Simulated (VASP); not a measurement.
A run of VASP 6.6.1:

POSCAR

```
Zr3O
1.0
    5.5753331005      0.0000000000      0.0000000000
   -2.7876665502      4.8283800996      0.0000000000
    0.0000000000      0.0000000000      5.1298589900
Zr O
6 2
Direct
    0.3388596726      0.0000000000      0.0000000000
    0.3388596726      0.3388596726      0.5000000000
    0.0000000000      0.3388596726      0.0000000000
    0.6611403274      0.0000000000      0.5000000000
    0.6611403274      0.6611403274      0.0000000000
    0.0000000000      0.6611403274      0.5000000000
    0.3333333333      0.6666666667      0.2500000000
    0.6666666667      0.3333333333      0.7500000000
```

File INCAR.step1:

```
SYSTEM = Zr3O
ALGO = Normal ; EDIFF = 1E-4
ENCUT = 520 ; GGA = PE
ISMEAR = -1 ; LASPH = .TRUE.
LCHARG = .FALSE. ; LREAL = .FALSE.
LWAVE = .TRUE. ; NBANDS = 52
NELM = 100 ; PREC = Accurate
SIGMA = 0.1
```

INCAR.step2

```
SYSTEM = Zr3O
ALGO = Normal ; EDIFF = 1E-6
ENCUT = 520 ; ISIF = 2
ISMEAR = -1 ; ISTART = 1
LASPH = .TRUE. ; LCHARG = .FALSE.
LMIXTAU = .TRUE. ; LREAL = .FALSE.
LWAVE = .FALSE. ; METAGGA = R2SCAN
NBANDS = 52 ; NELM = 100
PREC = Accurate ; SIGMA = 0.1
```

The input KPOINTS:

```
k-points
0
G
  7 7 7
  0 0 0
```

Potentials or basis: VASP PAW PBE potentials, release 64 (Zr_sv, O).

Run with:

```sh
$ cat potpaw_PBE.64/Zr_sv/POTCAR potpaw_PBE.64/O/POTCAR > POTCAR
$ cp INCAR.step1 INCAR
$ mpirun -np 1 vasp_std > vasp.out
$ cp INCAR.step2 INCAR
$ mpirun -np 1 vasp_std > vasp.out
```

Hardware: 1 thread of Oxide Virtual Turin-like Processor (shared host).

Question: How long does it take, and how much memory?

Answer: It took 25 min on 1 thread of Oxide Virtual Turin-like Processor, with other jobs on the host, peak memory 0.35 GiB. Counts: k points 32.
